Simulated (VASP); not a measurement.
# KBr (Fm-3m) in VASP: notebook

KBr is run at these levels: PBE, LDA, PBEsol, HSE06; tasks: single point, relaxation of cell and atoms.

Everything below comes from runs of VASP 6.6.1. Logs are shortened: lines on timing, memory, paths and dates and some standing lists are left out, and cuts for length are marked.

### Step 1. The cell of the first run

The structure is cubic, space group Fm-3m (No. 225). The conventional cell has a = 6.605 Å, b = 6.605 Å, c = 6.605 Å, α = 90.00°, β = 90.00°, γ = 90.00°. K (site symmetry m-3m) has 6 Br at 3.30 Å within 4.3 Å. Within 4.3 Å of Br (site symmetry m-3m) lie 6 K at 3.30 Å.

### Step 2. Single point, PBE

INCAR reads:

```
  PREC = Accurate
  ENCUT = 520
  EDIFF = 1E-6
  ISMEAR = -1
  SIGMA = 0.02
  LREAL = False
  LASPH = True
  NELM = 80
  ALGO = Normal
  ISIF = 2
  LWAVE = False
  LCHARG = True
  GGA = PE
  LELF = True
  LVHAR = True
  NBANDS = 15
```

KPOINTS reads:

```
Automatic mesh
0
Gamma
  6 6 6
```

POSCAR reads:

```
KBr
1.0
    0.0000000000      3.3024387198      3.3024387198
    3.3024387198      0.0000000000      3.3024387198
    3.3024387198      3.3024387198      0.0000000000
K Br
1 1
Direct
    0.0000000000      0.0000000000      0.0000000000
    0.5000000000      0.5000000000      0.5000000000
```

Potentials or basis: VASP PAW PBE potentials, release 64 (K_sv, Br).

Started as:

```
> cat potpaw_PBE.64/K_sv/POTCAR potpaw_PBE.64/Br/POTCAR > POTCAR
> mpirun -np 1 vasp_std > vasp.out
```

OUTCAR:

```text
PREC = Accurate
   ENCUT = 520
   EDIFF = 1E-6
   ISMEAR = -1
   LREAL = False
   LASPH = True
   NELM = 80
   ISIF = 2
   GGA = PE

 ion  position               nearest neighbor table
   1  0.000  0.000  0.000-
   2  0.500  0.500  0.500-

  LATTYP: Found a face centered cubic cell.
 ALAT       =     6.6048774396

  Lattice vectors:

 A1 = (   0.0000000000,   3.3024387198,   3.3024387198)
 A2 = (   3.3024387198,   0.0000000000,   3.3024387198)
 A3 = (   3.3024387198,   3.3024387198,   0.0000000000)

Analysis of symmetry for initial positions (statically):
=====================================================================
 Subroutine PRICEL returns:
 Original cell was already a primitive cell.

 Routine SETGRP: Setting up the symmetry group for a
 face centered cubic supercell.

 Subroutine GETGRP returns: Found 48 space group operations
 (whereof 48 operations were pure point group operations)
 out of a pool of 48 trial point group operations.

The static configuration has the point symmetry O_h .

Analysis of symmetry for dynamics (positions and initial velocities):
=====================================================================
 Subroutine PRICEL returns:
 Original cell was already a primitive cell.

 Routine SETGRP: Setting up the symmetry group for a
 face centered cubic supercell.

 Subroutine GETGRP returns: Found 48 space group operations
 (whereof 48 operations were pure point group operations)
 out of a pool of 48 trial point group operations.

The dynamic configuration has the point symmetry O_h .

 Subroutine INISYM returns: Found 48 space group operations
 (whereof 48 operations are pure point group operations),
 and found     1 'primitive' translations

----------------------------------------------------------------------------------------

                                     Primitive cell

  volume of cell :      72.0335

  direct lattice vectors                    reciprocal lattice vectors
     0.000000000  3.302438720  3.302438720    -0.151403264  0.151403264  0.151403264
     3.302438720  0.000000000  3.302438720     0.151403264 -0.151403264  0.151403264
     3.302438720  3.302438720  0.000000000     0.151403264  0.151403264 -0.151403264

  length of vectors
     4.670353626  4.670353626  4.670353626     0.262238145  0.262238145  0.262238145

  position of ions in fractional coordinates (direct lattice)
[... 70 lines left out ...]
   EDIFF  = 0.1E-05   stopping-criterion for ELM
   LREAL  =      F    real-space projection
[... 7 lines left out ...]
   TEBEG  =    0.0;   TEEND  =   0.0 temperature during run
   PSTRESS=    0.0 pullay stress
   NELECT =      16.0000    total number of electrons
   NUPDOWN=      -1.0000    fix difference up-down
   EMIN   =  10.00;   EMAX   =-10.00  energy-range for DOS
   EFERMI =   0.00;   METHOD = LEGACY
   ISMEAR =    -1;   SIGMA  =   0.02  broadening in eV -4-tet -1-fermi 0-gaus
   EFERMI_NEDOS =   21; number of points for ismear=-14 and -15
   IALGO  =     38    algorithm
   IMIX   =      4    mixing-type and parameters
     AMIX     =   0.40;   BMIX     =  1.00
     AMIX_MAG =   1.60;   BMIX_MAG =  1.00
  volume/ion in A,a.u.               =      36.02       243.05
  Fermi-wavevector in a.u.,A,eV,Ry     =   0.991448  1.873566 13.374114  0.982970
  Thomas-Fermi vector in A             =   2.123190
   LORBIT       =      0    0 simple, 1 ext, 2 COOP (PROOUT), +10 PAW based schemes
   GGA     = PE    functional components
   LHFCALC =     F    Hartree Fock is set to
   AEXX    =    0.0000 exact exchange contribution
   IVDW    =     0    specifies the selected vdW correction
   LEPSILON=     F    determine dielectric tensor
   LRPA    =     F    only Hartree local field effects (RPA)
 non-spin polarized calculation
  energy-cutoff  :      520.00
  volume of cell :       72.03
 maximum number of plane-waves:      1964
   NGX = 17   NGY = 17   NGZ = 17

 number of electron      15.9999997 magnetization

 Free energy of the ion-electron system (eV)
  ---------------------------------------------------
  ext. energy  EPLUGINS =         0.00000000
  ---------------------------------------------------
  free energy    TOTEN  =        -6.21582519 eV

  energy without entropy =       -6.21582519  energy(sigma->0) =       -6.21582519

 E-fermi :  -1.2254     XC(G=0):  -7.3618

 val. band max:       -1.7494327202   @ k =   0.0000   0.0000   0.0000
 cond. band min:       2.6785672877   @ k =   0.0000   0.0000   0.0000
 fundamental gap:      4.4280000079
 Fermi energy:        -1.2253844483

 k-point     1 :       0.0000    0.0000    0.0000
  band No.  band energies     occupation
      1     -29.5352      2.00000
      2     -14.0389      2.00000
      3     -13.0124      2.00000
      4     -13.0124      2.00000
      5     -13.0124      2.00000
      6      -1.7494      2.00000
      7      -1.7494      2.00000
      8      -1.7494      2.00000
      9       2.6786      0.00000
     10       5.8542      0.00000
     11       5.8542      0.00000
     12       5.8542      0.00000
     13       6.6761      0.00000
     14       6.6761      0.00000
[... 257 lines left out ...]
      2     -14.0161      2.00000
      3     -13.0883      2.00000
      4     -13.0613      2.00000
      5     -12.9473      2.00000
      6      -2.4549      2.00000
      7      -2.2236      2.00000
      8      -2.1964      2.00000
      9       4.8460      0.00000
     10       6.1640      0.00000
     11       6.5410      0.00000
     12       7.4829      0.00000
     13       8.2419      0.00000
     14       9.0359      0.00000
     15       9.5582      0.00000

------------------------ aborting loop because EDIFF is reached ----------------------------------------

  FORCE on cell =-STRESS in cart. coord.  units (eV):
  Direction    XX          YY          ZZ          XY          YZ          ZX
  --------------------------------------------------------------------------------------
  -------------------------------------------------------------------------------------
  Total        0.3229504      0.3229504      0.3229504      0.0000000      0.0000000      0.0000000
  in kB        7.1831033      7.1831033      7.1831033      0.0000000      0.0000000      0.0000000
  external PRESSURE =       7.1831033 kB  Pullay stress =       0.0000000 kB

 VOLUME and BASIS-vectors are now :
 -----------------------------------------------------------------------------
  energy-cutoff  :      520.00
  volume of cell :       72.03
      direct lattice vectors                 reciprocal lattice vectors
     0.000000000  3.302438720  3.302438720    -0.151403264  0.151403264  0.151403264
     3.302438720  0.000000000  3.302438720     0.151403264 -0.151403264  0.151403264
     3.302438720  3.302438720  0.000000000     0.151403264  0.151403264 -0.151403264

 POSITION                                       TOTAL-FORCE (eV/Angst)
 -----------------------------------------------------------------------------------
      0.00000      0.00000      0.00000        -0.000000     -0.000000      0.000000
      3.30244      3.30244      3.30244         0.000000      0.000000     -0.000000
 -----------------------------------------------------------------------------------
    total drift:                                0.000000      0.000000      0.000000

  FREE ENERGIE OF THE ION-ELECTRON SYSTEM (eV)
  ---------------------------------------------------
  free  energy   TOTEN  =        -6.2158251885 eV

  energy  without entropy=       -6.2158251885  energy(sigma->0) =       -6.21582519
```

OSZICAR:

```text
N       E                     dE             d eps       ncg     rms          rms(c)
DAV:   1     0.104902669299E+03    0.10490E+03   -0.69926E+03   480   0.952E+02
DAV:   2     0.486429894455E+00   -0.10442E+03   -0.95286E+02   628   0.232E+02
DAV:   3    -0.619829291831E+01   -0.66847E+01   -0.66399E+01   669   0.522E+01
DAV:   4    -0.638748732454E+01   -0.18919E+00   -0.18917E+00   700   0.821E+00
DAV:   5    -0.638901113566E+01   -0.15238E-02   -0.15238E-02   683   0.818E-01    0.310E+00
DAV:   6    -0.621696235181E+01    0.17205E+00   -0.21857E-01   599   0.224E+00    0.226E+00
DAV:   7    -0.620573050756E+01    0.11232E-01   -0.10722E-01   648   0.176E+00    0.102E+00
DAV:   8    -0.621471370566E+01   -0.89832E-02   -0.11892E-02   553   0.793E-01    0.113E-01
DAV:   9    -0.621552876010E+01   -0.81505E-03   -0.83721E-04   620   0.177E-01    0.787E-02
DAV:  10    -0.621580621959E+01   -0.27746E-03   -0.27827E-04   508   0.960E-02    0.118E-02
DAV:  11    -0.621582334737E+01   -0.17128E-04   -0.26767E-05   629   0.294E-02    0.575E-03
DAV:  12    -0.621582508561E+01   -0.17382E-05   -0.42490E-06   514   0.135E-02    0.156E-03
DAV:  13    -0.621582518847E+01   -0.10286E-06   -0.11057E-07   499   0.191E-03
   1 F= -.62158252E+01 E0= -.62158252E+01  d E =-.718419E-13
```

Run time: 17 s. Hardware: 1 thread of Intel Xeon 8259CL, shared host; peak memory 0.21 GiB.

Results:

```
Free energy            : -6.2158 eV
Pressure               : 0.7 GPa
Band gap on the k mesh : 4.43 eV
```

A hybrid or GW would open this gap; PBE tends to underestimate it.

(Part 1 of 2 ends here.)
